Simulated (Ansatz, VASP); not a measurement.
## Two plane-wave programs on Si2Sn

File INCAR:

```
SYSTEM = Si2Sn
  PREC = Accurate
  ENCUT = 520
  EDIFF = 1E-6
  ISMEAR = 0
  SIGMA = 0.1
  LREAL = .FALSE.
  LASPH = .TRUE.
  NELM = 60
  ALGO = Normal
  ISIF = 2
  LWAVE = .FALSE.
  LCHARG = .FALSE.
  GGA = PE
  NBANDS = 31
```

KPOINTS

```
Automatic mesh
0
G
  6 6 2
  0 0 0
```

Contents of POSCAR:

```
Si2Sn
1.0
    3.0485575300      0.0000000000      0.0000000000
   -1.5242787600      2.6401282600      0.0000000000
    0.0000000000      0.0000000000     14.5276783700
Si Sn
4 2
Direct
    0.3333333300      0.6666666700      0.0833333300
    0.3333333300      0.6666666700      0.4166666700
    0.6666666700      0.3333333300      0.9166666700
    0.6666666700      0.3333333300      0.5833333300
    0.3333333300      0.6666666700      0.7500000000
    0.6666666700      0.3333333300      0.2500000000
```

Input for Ansatz:

```yaml
crystal:
  lattice:
    - [3.04855753, 0.0, 0.0]
    - [-1.52427876, 2.64012826, 0.0]
    - [0.0, 0.0, 14.52767837]
  atoms:
    - { symbol: Si, position: [0.33333333, 0.66666667, 0.08333333] }
    - { symbol: Si, position: [0.33333333, 0.66666667, 0.41666667] }
    - { symbol: Si, position: [0.66666667, 0.33333333, 0.91666667] }
    - { symbol: Si, position: [0.66666667, 0.33333333, 0.58333333] }
    - { symbol: Sn, position: [0.33333333, 0.66666667, 0.75] }
    - { symbol: Sn, position: [0.66666667, 0.33333333, 0.25] }
basis:
  ecutwfc: 420
kpoints:
  mp_grid: { grid: [6, 6, 2] }
hamiltonian:
  xc: pbe
scf:
  occupations: { method: gaussian, width: 0.1 }
  lower_state_search: "off"
output:
  forces: true
  stress: true
  eigenvalues: true
```

Alike in both runs: task single point; functional PBE; k mesh 6 × 6 × 2; occupations gaussian, width 0.1 eV; no spin polarisation.

|  | VASP | Ansatz |
| --- | --- | --- |
| version | VASP 6.6.1 | Ansatz 0.2.0 |
| potentials or method | VASP PAW PBE potentials, release 64 (Si, Sn_d), cutoff 520 eV | scalar-relativistic, plane waves, PAW |
| valence electrons in the cell | 44 | 44 |

VASP gave:

| Property | Result |
| --- | --- |
| gap on the k mesh at the Fermi level (eV) | none |
| pressure (GPa) | 1.7 |
| traceless stress, the component that is largest in VASP (GPa) | -4.95 |
| rms of the force components (eV/Å) | 0.535 |

Question: What did Ansatz give for the same quantities?

Answer: gap on the k mesh at the Fermi level (eV): none; pressure (GPa): 1.8; traceless stress, the component that is largest in VASP (GPa): -4.95; rms of the force components (eV/Å): 0.535.

Atom by atom the forces differ by 0.000 eV/Å (rms over components). A gap of «none» marks a metal or a gap that the smearing closes.

The k mesh is coarse, so the values compare programs but aren't converged.
